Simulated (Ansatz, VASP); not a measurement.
C in VASP and in Ansatz

INCAR

```
PREC     = Accurate       # precision mode
ENCUT    = 520            # plane-wave cutoff, eV
EDIFF    = 1E-7           # SCF threshold, eV
ISMEAR   = -1             # smearing method
SIGMA    = 0.02           # smearing width, eV
LREAL    = F              # projectors in reciprocal space
LASPH    = T              # aspherical terms in the spheres
NELM     = 100            # most SCF steps
ALGO     = Normal         # electronic algorithm
ISIF     = 2              # what is computed and relaxed
LWAVE    = F              # write WAVECAR
LCHARG   = F              # write CHGCAR
LDIPOL   = T            
IDIPOL   = 3            
DIPOL    = 0.5 0.5 0.500
GGA      = PE             # functional
NBANDS   = 21             # bands
```

Contents of KPOINTS:

```
Automatic mesh
0
Gamma
  12 8 1
```

POSCAR

```
C
1.0
    2.5255274271      0.0000000000      0.0000000000
    0.0000000000      3.5716351395      0.0000000000
    0.0000000000      0.0000000000     18.5255000000
C
6
Direct
    0.7500000000      0.1250000000      0.4318364571
    0.2500000000      0.8750000000      0.4318364571
    0.2500000000      0.6250000000      0.5000000000
    0.7500000000      0.3750000000      0.5000000000
    0.7500000000      0.1250000000      0.5681635429
    0.2500000000      0.8750000000      0.5681635429
```

Input for Ansatz:

```yaml
crystal:
  lattice:
    - [2.5255274271, 0.0, 0.0]
    - [0.0, 3.5716351395, 0.0]
    - [0.0, 0.0, 18.5255]
  atoms:
    - { symbol: C, position: [0.75, 0.125, 0.4318364571] }
    - { symbol: C, position: [0.25, 0.875, 0.4318364571] }
    - { symbol: C, position: [0.25, 0.625, 0.5] }
    - { symbol: C, position: [0.75, 0.375, 0.5] }
    - { symbol: C, position: [0.75, 0.125, 0.5681635429] }
    - { symbol: C, position: [0.25, 0.875, 0.5681635429] }
kpoints:
  mp_grid: { grid: [12, 8, 1] }
scf:
  occupations: { method: fermi_dirac, width: 0.02 }
hamiltonian:
  xc: pbe
  pseudopotentials: { kind: paw }
output:
  forces: true
  stress: true
  eigenvalues: true
  populations: true
efield:
  axis: 3
  amplitude: 0
  dipole_correction: true
```

Alike in both runs: task single point; functional PBE; k mesh 12 × 8 × 1; occupations fermi-dirac, width 0.02 eV; no spin polarisation.

|  | VASP | Ansatz |
| --- | --- | --- |
| version | VASP 6.6.1 | Ansatz 0.2.0 |
| potentials or method | VASP PAW PBE potentials, release 64 (C) | PAW with Ansatz's default frozen-core files, scalar-relativistic |
| plane-wave cutoff (eV) | 520 | 420 |
| valence electrons in the cell | 24 | 24 |

Ansatz gave:

```
rms of the force components (eV/Å) : 2.214
```

Question: What did VASP give for the same quantities?

Answer: rms of the force components (eV/Å): 2.203.

Atom by atom the forces differ by 0.015 eV/Å (rms over components). With one functional, cell and mesh, what is left measures potentials, basis and numerics.
